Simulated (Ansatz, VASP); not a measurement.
# One calculation of InSe, two programs

```
CELL_PARAMETERS angstrom
5.82639 -2.05465 0.00000
5.82639 2.05465 0.00000
-1.72323 0.00000 4.77135
ATOMIC_POSITIONS crystal
In 0.88820 0.88820 0.04684
In 0.11180 0.11180 0.95316
Se 0.66093 0.66093 0.66896
Se 0.33907 0.33907 0.33104
```

Alike in both runs: functional PBEsol; k mesh 5 × 5 × 4; occupations fermi-dirac, width 0.05 eV; no spin polarisation.

|  | VASP | Ansatz |
| --- | --- | --- |
| version | VASP 6.6.1 | Ansatz 0.2.0 |
| potentials or method | VASP PAW PBE potentials, release 64 (In_d, Se), cutoff 520 eV | all-electron LAPW, scalar-relativistic |
| task | single point | band structure |

```tsv
	VASP	Ansatz	Ansatz less VASP
gap on the k mesh at the Fermi level (eV)	1.04	1.05	+0.008
least direct gap on the mesh (eV)	1.23	1.24	+0.008
pressure (GPa)	-1.1	-1.1	-0.04
traceless stress, the component that is largest in VASP (GPa)	-0.31	-0.30	+0.005
rms of the force components (eV/Å)	0.033	0.029	-0.0040
```

VASP's potentials were made for PBE, not for PBEsol. Atom by atom the forces differ by 0.010 eV/Å (rms over components). Ansatz ran all-electron here, and VASP with PAW potentials.
